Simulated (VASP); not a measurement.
A run of VASP 6.6.1 is set up as follows.

File INCAR:

```
SYSTEM = Si
PREC = Accurate ; ENCUT = 520
EDIFF = 1E-6 ; ISMEAR = 0
SIGMA = 0.05 ; LREAL = Auto
LASPH = .TRUE. ; NELM = 80
ALGO = Normal ; ISIF = 2
LWAVE = .FALSE. ; LCHARG = .FALSE.
GGA = PS ; NBANDS = 48
```

KPOINTS

```
Automatic mesh
0
G
  2 2 2
  0 0 0
```

File POSCAR:

```
Si
1.0
    0.0000000000      5.4300000000      5.4300000000
    5.4300000000      0.0000000000      5.4300000000
    5.4300000000      5.4300000000      0.0000000000
Si
17
Direct
   -0.0030561694     -0.0069399632     -0.0071602210
    0.0481526703      0.1507174954      0.1504913444
   -0.0030512891     -0.0069422652      0.5170089319
    0.1397133517      0.1169376611      0.6216024862
   -0.0030463168      0.5172343462     -0.0071674954
    0.1397168508      0.6218229282      0.1167185083
    0.0361053407      0.4880653775      0.4878458564
    0.1397217311      0.6218226519      0.6215972376
    0.4301440147      0.0233832413      0.0231585635
    0.6224883978      0.1067959484      0.1065848987
    0.5122079190     -0.0134272560      0.5005348066
    0.6224936464      0.1067916206      0.6639792818
    0.5122108656      0.5007545120     -0.0136482505
    0.6224988950      0.6642053407      0.1065705341
    0.5122125230      0.5007513812      0.5005303867
    0.6629470534      0.6124466851      0.6122264273
    0.6319152855      0.2894646409      0.2892329650
```

Potentials or basis: VASP PAW PBE potentials, release 64 (Si).

Command:

```sh
$ cat potpaw_PBE.64/Si/POTCAR > POTCAR
$ mpirun -np 1 vasp_std > vasp.out
```

Task: What does it give for the largest force?

Result: 0.047 eV/Å.

Task: Estimate the pressure.

Result: 2.4 GPa.

Task: What does it give for the band gap on the k mesh?

Result: Zero (bands 34 and 35 overlap by 0.06 eV).

Forces on the atoms (eV/Å):
```
Si  -0.014 -0.002 -0.002
Si   0.009 -0.008 -0.009
Si   0.002  0.014 -0.001
Si   0.015 -0.015  0.018
Si   0.002 -0.002  0.014
Si   0.015  0.017 -0.015
Si   0.013 -0.014 -0.013
Si  -0.018 -0.015 -0.015
Si   0.011 -0.011 -0.011
Si  -0.013  0.005  0.005
Si  -0.001  0.001 -0.004
Si  -0.005  0.013  0.005
Si   0.000 -0.004  0.001
Si  -0.005  0.005  0.013
Si   0.004  0.001  0.001
Si   0.012 -0.012 -0.012
Si  -0.027  0.027  0.027
```

Caveat: the k points lie up to 0.50 Å⁻¹ apart; the PAW data sets were made with another functional, which shifts forces and pressure a little.
